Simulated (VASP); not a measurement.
Write the native input for VASP 6.6.1 that does the following.

```yaml
Task: single point
Functional: PBEsol
Potentials_or_basis: VASP PAW PBE potentials, release 64 (Zn, Se)
Cutoff: 520 eV
k_mesh: 8 × 8 × 8
Occupations: gaussian, width 0.02 eV
Spin: no spin polarisation
Dipole_correction: no
Further_INCAR_settings: ALGO = Normal; EDIFF = 1e-06; NBANDS = 16
```

The structure of ZnSe (sol) lies in POSCAR:

```
ZnSe
1.0
    0.0000000000      2.8167247235      2.8167247235
    2.8167247235      0.0000000000      2.8167247235
    2.8167247235      2.8167247235      0.0000000000
Zn Se
1 1
Direct
    0.0000000000      0.0000000000      0.0000000000
    0.2500000000      0.2500000000      0.2500000000
```

The input as run:

INCAR

```
PREC     = Accurate       # precision mode
ENCUT    = 520            # plane-wave cutoff, eV
EDIFF    = 1E-6           # SCF threshold, eV
ISMEAR   = 0              # smearing method
SIGMA    = 0.02           # smearing width, eV
LREAL    = False          # projectors in reciprocal space
LASPH    = True           # aspherical terms in the spheres
NELM     = 80             # most SCF steps
ALGO     = Normal         # electronic algorithm
ISIF     = 2              # what is computed and relaxed
LWAVE    = False          # write WAVECAR
LCHARG   = False          # write CHGCAR
GGA      = PS             # functional
NBANDS   = 16             # bands
```

KPOINTS

```
Automatic mesh
0
Gamma
  8 8 8
```

Potentials or basis: VASP PAW PBE potentials, release 64 (Zn, Se).

Launch:

```console
$ cat potpaw_PBE.64/Zn/POTCAR potpaw_PBE.64/Se/POTCAR > POTCAR
$ mpirun -np 1 vasp_std > vasp.out
```

Results of the run:

The pressure is 0.3 GPa and the band gap on the k mesh is 1.24 eV, direct.

Caveat: the PAW data sets were made with another functional, which shifts forces and pressure a little.

Run time: 42 s on 1 thread of Intel(R) Xeon(R) Platinum 8488C (Sapphire Rapids), on a shared host, peak memory 0.17 GiB.
